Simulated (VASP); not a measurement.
Runs of VASP 6.6.1 on Au. The structure is that of space group P6_3/mmc (No. 194), or close to it. The cells are those of the table. 

```csv
cell,gap on the mesh (eV),pressure (GPa),largest force (eV/Å)
"a = 2.874, b = 2.874, c = 4.801 Å, angles 90.0, 90.0, 121.2°, 2 atoms",none,0.6,-
"a = 2.896, b = 2.896, c = 4.801 Å, angles 90.0, 90.0, 121.7°, 2 atoms",none,(a),0.01
"a = 2.907, b = 2.907, c = 4.801 Å, angles 90.0, 90.0, 122.0°, 2 atoms",none,-1.8,0.01
"a = 2.924, b = 2.924, c = 4.801 Å, angles 90.0, 90.0, 122.3°, 2 atoms",none,(b),0.02
"a = 2.929, b = 2.929, c = 4.801 Å, angles 90.0, 90.0, 122.4°, 2 atoms",none,-3.3,0.02
"a = 2.918, b = 2.918, c = 4.801 Å, angles 90.0, 90.0, 122.2°, 2 atoms",none,-2.6,0.02
"a = 2.863, b = 2.863, c = 4.801 Å, angles 90.0, 90.0, 121.0°, 2 atoms",none,1.5,-
```

Alike in all rows: task single point; level PBEsol; potentials or basis VASP PAW PBE potentials, release 64 (Au); no spin polarisation; k mesh 24 × 24 × 12; cutoff (eV) 520; smearing gaussian 0.15 eV.

Fill in the values left out.

(a) -1.0; (b) -3.0.

Caveats: the PAW data sets were made with another functional, which shifts forces and pressure a little; spin-orbit coupling is left out, which moves the levels of the heavy elements; the cell stands under tension (at least some runs).

A k mesh can miss the band edges, and the runs leave out spin-orbit coupling on Au.

A gap of «none» marks levels without a gap at the run's occupations.
